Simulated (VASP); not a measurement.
# LaC (F-43m) in VASP: single point with PBEsol

Aim: the single point of LaC with PBEsol.

All numbers are computed with VASP 6.6.1; they aren't measurements. Logs are shortened: lines on timing, memory, paths and dates and some standing lists are left out, and cuts for length are marked.

## 1. The cell of the first run

It takes space group F-43m (No. 216, cubic). Conventional cell: a = 5.750 Å, b = 5.750 Å, c = 5.750 Å, α = 90.00°, β = 90.00°, γ = 90.00°. Within 3.3 Å of La (site symmetry -43m) lie 4 C at 2.49 Å. C (site symmetry -43m) has 4 La at 2.49 Å within 3.3 Å.

## 2. Single point, PBEsol

File INCAR:

```
ALGO = Normal
EDIFF = 1E-7
ENCUT = 520
GGA = PS
ISIF = 2
ISMEAR = 0
LASPH = True
LCHARG = False
LREAL = False
LWAVE = False
NBANDS = 14
NELM = 60
PREC = Accurate
SIGMA = 0.05
```

File KPOINTS:

```
k-points
0
Gamma
  10 10 10
```

File POSCAR:

```
LaC
1.0
    0.0000000000      2.8752180918      2.8752180918
    2.8752180918      0.0000000000      2.8752180918
    2.8752180918      2.8752180918      0.0000000000
La C
1 1
Direct
    0.0000000000      0.0000000000      0.0000000000
    0.2500000000      0.2500000000      0.2500000000
```

Potentials or basis: VASP PAW PBE potentials, release 64 (La, C).

The run is started by

```bash
$ cat potpaw_PBE.64/La/POTCAR potpaw_PBE.64/C/POTCAR > POTCAR
$ mpirun -np 1 vasp_std > vasp.out
```

OUTCAR:

```text
EDIFF = 1E-7
   ENCUT = 520
   GGA = PS
   ISIF = 2
   ISMEAR = 0
   LASPH = True
   LREAL = False
   NELM = 60
   PREC = Accurate

 ion  position               nearest neighbor table
   1  0.000  0.000  0.000-   2 2.49   2 2.49   2 2.49   2 2.49
   2  0.250  0.250  0.250-   1 2.49   1 2.49   1 2.49   1 2.49

  LATTYP: Found a face centered cubic cell.
 ALAT       =     5.7504361836

  Lattice vectors:

 A1 = (   0.0000000000,   2.8752180918,   2.8752180918)
 A2 = (   2.8752180918,   0.0000000000,   2.8752180918)
 A3 = (   2.8752180918,   2.8752180918,   0.0000000000)

Analysis of symmetry for initial positions (statically):
=====================================================================
 Subroutine PRICEL returns:
 Original cell was already a primitive cell.

 Routine SETGRP: Setting up the symmetry group for a
 face centered cubic supercell.

 Subroutine GETGRP returns: Found 24 space group operations
 (whereof 24 operations were pure point group operations)
 out of a pool of 48 trial point group operations.

The static configuration has the point symmetry T_d .

Analysis of symmetry for dynamics (positions and initial velocities):
=====================================================================
 Subroutine PRICEL returns:
 Original cell was already a primitive cell.

 Routine SETGRP: Setting up the symmetry group for a
 face centered cubic supercell.

 Subroutine GETGRP returns: Found 24 space group operations
 (whereof 24 operations were pure point group operations)
 out of a pool of 48 trial point group operations.

The dynamic configuration has the point symmetry T_d .

 Subroutine INISYM returns: Found 24 space group operations
 (whereof 24 operations are pure point group operations),
 and found     1 'primitive' translations

----------------------------------------------------------------------------------------

                                     Primitive cell

  volume of cell :      47.5382

  direct lattice vectors                    reciprocal lattice vectors
     0.000000000  2.875218092  2.875218092    -0.173899852  0.173899852  0.173899852
     2.875218092  0.000000000  2.875218092     0.173899852 -0.173899852  0.173899852
     2.875218092  2.875218092  0.000000000     0.173899852  0.173899852 -0.173899852

  length of vectors
     4.066172420  4.066172420  4.066172420     0.301203379  0.301203379  0.301203379

  position of ions in fractional coordinates (direct lattice)
     0.000000000  0.000000000  0.000000000
     0.250000000  0.250000000  0.250000000

  ion indices of the primitive-cell ions
   primitive index   ion index
                 1           1
                 2           2

----------------------------------------------------------------------------------------

 KPOINTS: k-points

Automatic generation of k-mesh.
 Grid dimensions read from file:
 generate k-points for:   10   10   10

 Generating k-lattice:

  Cartesian coordinates                     Fractional coordinates (reciprocal lattice)
    -0.017389985  0.017389985  0.017389985     0.100000000  0.000000000  0.000000000
     0.017389985 -0.017389985  0.017389985     0.000000000  0.100000000  0.000000000
     0.017389985  0.017389985 -0.017389985     0.000000000  0.000000000  0.100000000

  Length of vectors
     0.030120338  0.030120338  0.030120338

  Shift w.r.t. Gamma in fractional coordinates (k-lattice)
     0.000000000  0.000000000  0.000000000

 Subroutine IBZKPT returns following result:
 ===========================================

 Found     47 irreducible k-points:

 Following reciprocal coordinates:
            Coordinates               Weight
  0.000000  0.000000  0.000000      1.000000
  0.100000  0.000000  0.000000      8.000000
  0.200000  0.000000  0.000000      8.000000
  0.300000  0.000000  0.000000      8.000000
  0.400000  0.000000  0.000000      8.000000
  0.500000  0.000000  0.000000      4.000000
[... 16 lines left out ...]
  0.300000  0.300000  0.000000      6.000000
  0.400000  0.300000  0.000000     24.000000
 [... further k-points ...]
   k-points           NKPTS =     47   k-points in BZ     NKDIM =     47   number of bands    NBANDS=     14
   number of dos      NEDOS =    301   number of ions     NIONS =      2
   total plane-waves  NPLWV =  27000
   dimension x,y,z NGX =    30 NGY =   30 NGZ =   30
   dimension x,y,z NGXF=    60 NGYF=   60 NGZF=   60
   ions per type =               1   1
   NGX,Y,Z   is equivalent  to a cutoff of  12.27, 12.27, 12.27 a.u.
   NGXF,Y,Z  is equivalent  to a cutoff of  24.53, 24.53, 24.53 a.u.
 SYSTEM =  unknown system
   PREC   = accura    normal or accurate (medium, high low for compatibility)
   ISTART =      0    job   : 0-new  1-cont  2-samecut
   ICHARG =      2    charge: 1-file 2-atom 10-const
   ISPIN  =      1    spin polarized calculation?
   LNONCOLLINEAR =      F non collinear calculations
   LSORBIT =      F    spin-orbit coupling
   LASPH  =      T    aspherical Exc in radial PAW
   ENCUT  =  520.0 eV  38.22 Ry    6.18 a.u.   7.56  7.56  7.56*2*pi/ulx,y,z
   NELM   =     60;   NELMIN=  2; NELMDL= -5     # of ELM steps
   EDIFF  = 0.1E-06   stopping-criterion for ELM
   LREAL  =      F    real-space projection
   EDIFFG = 0.1E-05   stopping-criterion for IOM
   NSW    =      0    number of steps for IOM
   IBRION =     -1    ionic relax: 0-MD 1-quasi-New 2-CG
   NFREE  =      0    steps in history (QN), initial steepest desc. (CG)
   ISIF   =      2    stress and relaxation
   ISYM   =      2    0-nonsym 1-usesym 2-fastsym
   POTIM  = 0.5000    time-step for ionic-motion
   TEBEG  =    0.0;   TEEND  =   0.0 temperature during run
   PSTRESS=    0.0 pullay stress
   NELECT =      15.0000    total number of electrons
   NUPDOWN=      -1.0000    fix difference up-down
   EMIN   =  10.00;   EMAX   =-10.00  energy-range for DOS
   EFERMI =   0.00;   METHOD = LEGACY
   ISMEAR =     0;   SIGMA  =   0.05  broadening in eV -4-tet -1-fermi 0-gaus
   EFERMI_NEDOS =   21; number of points for ismear=-14 and -15
   IALGO  =     38    algorithm
   IMIX   =      4    mixing-type and parameters
     AMIX     =   0.40;   BMIX     =  1.00
     AMIX_MAG =   1.60;   BMIX_MAG =  1.00
  volume/ion in A,a.u.               =      23.77       160.40
  Fermi-wavevector in a.u.,A,eV,Ry     =   1.114528  2.106153 16.900796  1.242173
  Thomas-Fermi vector in A             =   2.251124
   LORBIT       =      0    0 simple, 1 ext, 2 COOP (PROOUT), +10 PAW based schemes
   GGA     = PS    functional components
   LHFCALC =     F    Hartree Fock is set to
   AEXX    =    0.0000 exact exchange contribution
   IVDW    =     0    specifies the selected vdW correction
   LEPSILON=     F    determine dielectric tensor
   LRPA    =     F    only Hartree local field effects (RPA)
 non-spin polarized calculation
 Gauss-broadening in eV      SIGMA  =   0.05
  energy-cutoff  :      520.00
  volume of cell :       47.54
 maximum number of plane-waves:      1298
   NGX = 15   NGY = 15   NGZ = 15

 number of electron      15.0000002 magnetization

 Free energy of the ion-electron system (eV)
  ---------------------------------------------------
  ext. energy  EPLUGINS =         0.00000000
  ---------------------------------------------------
  free energy    TOTEN  =       -13.80674877 eV

  energy without entropy =      -13.80221203  energy(sigma->0) =      -13.80448040

 E-fermi :   5.4595     XC(G=0):  -9.5847

 val. band max:        5.4391914118   @ k =   0.4000   0.3000   0.0000
 cond. band min:       5.4688919265   @ k =   0.4000   0.3000   0.0000
 fundamental gap:      0.0297005147
 Fermi energy:         5.4595034354

 k-point     1 :       0.0000    0.0000    0.0000
  band No.  band energies     occupation
      1     -25.6503      2.00000
      2      -9.0954      2.00000
      3      -9.0954      2.00000
      4      -9.0954      2.00000
      5      -2.9034      2.00000
      6       4.0287      2.00000
      7       4.0287      2.00000
      8       4.0287      2.00000
      9       6.9689      0.00000
     10       9.0456      0.00000
     11       9.0456      0.00000
     12       9.0456      0.00000
     13       9.5432      0.00000
     14       9.5432      0.00000

 k-point     2 :       0.1000    0.0000    0.0000
  band No.  band energies     occupation
      1     -25.6411      2.00000
      2      -9.2236      2.00000
      3      -9.1091      2.00000
      4      -9.1091      2.00000
      5      -2.7700      2.00000
      6       3.9572      2.00000
      7       4.0977      2.00000
      8       4.0977      2.00000
      9       7.2559      0.00000
     10       8.9941      0.00000
     11       8.9941      0.00000
     12       9.0241      0.00000
     13       9.4915      0.00000
     14       9.4918      0.00000

 k-point     3 :       0.2000    0.0000    0.0000
  band No.  band energies     occupation
      1     -25.6170      2.00000
      2      -9.5335      2.00000
      3      -9.1443      2.00000
      4      -9.1443      2.00000
      5      -2.4724      2.00000
      6       3.9611      2.00000
      7       4.2677      2.00000
      8       4.2677      2.00000
      9       7.7870      0.00000
     10       8.8836      0.00000
     11       8.8836      0.00000
     12       8.9957      0.00000
     13       9.4324      0.00000
     14       9.4325      0.00000
[... 324 lines left out ...]
 k-point    23 :       0.3000    0.3000    0.0000
  band No.  band energies     occupation
      1     -25.5658      2.00000
      2      -9.8947      2.00000
      3      -9.3335      2.00000
      4      -9.3335      2.00000
      5      -1.9414      2.00000
      6       3.3379      2.00000
      7       5.2130      2.00000
      8       5.2130      2.00000
      9       7.3884      0.00000
     10       8.6695      0.00000
     11       9.1763      0.00000
     12       9.2567      0.00000
     13       9.2567      0.00000
     14       9.6237      0.00000

 k-point    24 :       0.4000    0.3000    0.0000
  band No.  band energies     occupation
      1     -25.5463      2.00000
      2     -10.0391      2.00000
      3      -9.4095      2.00000
      4      -9.3731      2.00000
      5      -1.7928      2.00000
      6       3.4132      2.00000
      7       5.4392      1.43438
      8       5.4689      0.79059
      9       7.4600      0.00000
     10       8.7592      0.00000
     11       9.1224      0.00000
     12       9.2621      0.00000
     13       9.2998      0.00000
     14       9.5614      0.00000

 [... further k-points ...]

------------------------ aborting loop because EDIFF is reached ----------------------------------------

  FORCE on cell =-STRESS in cart. coord.  units (eV):
  Direction    XX          YY          ZZ          XY          YZ          ZX
  --------------------------------------------------------------------------------------
  -------------------------------------------------------------------------------------
  Total       -0.5272928     -0.5272928     -0.5272928      0.0000000      0.0000000      0.0000000
  in kB      -17.7713341    -17.7713341    -17.7713341      0.0000000      0.0000000      0.0000000
  external PRESSURE =     -17.7713341 kB  Pullay stress =       0.0000000 kB

 VOLUME and BASIS-vectors are now :
 -----------------------------------------------------------------------------
  energy-cutoff  :      520.00
  volume of cell :       47.54
      direct lattice vectors                 reciprocal lattice vectors
     0.000000000  2.875218092  2.875218092    -0.173899852  0.173899852  0.173899852
     2.875218092  0.000000000  2.875218092     0.173899852 -0.173899852  0.173899852
     2.875218092  2.875218092  0.000000000     0.173899852  0.173899852 -0.173899852

 POSITION                                       TOTAL-FORCE (eV/Angst)
 -----------------------------------------------------------------------------------
      0.00000      0.00000      0.00000        -0.000000     -0.000000     -0.000000
      1.43761      1.43761      1.43761         0.000000      0.000000      0.000000
 -----------------------------------------------------------------------------------
    total drift:                               -0.000000     -0.000000     -0.000000

  FREE ENERGIE OF THE ION-ELECTRON SYSTEM (eV)
  ---------------------------------------------------
  free  energy   TOTEN  =       -13.8067487691 eV

  energy  without entropy=      -13.8022120323  energy(sigma->0) =      -13.80448040
```

Run time: 50 s. Hardware: 1 thread of AMD EPYC 7R43 (Zen 3), shared host; peak memory 0.17 GiB.

What came out:

- Free energy: -13.8067 eV
- Pressure: -1.8 GPa
- Band gap on the k mesh: zero (an odd number of electrons rules out a gap without spin polarisation)

Caveat: the PAW data sets were made with another functional, which shifts forces and pressure a little; spin-orbit coupling is left out, which moves the levels of the heavy elements.
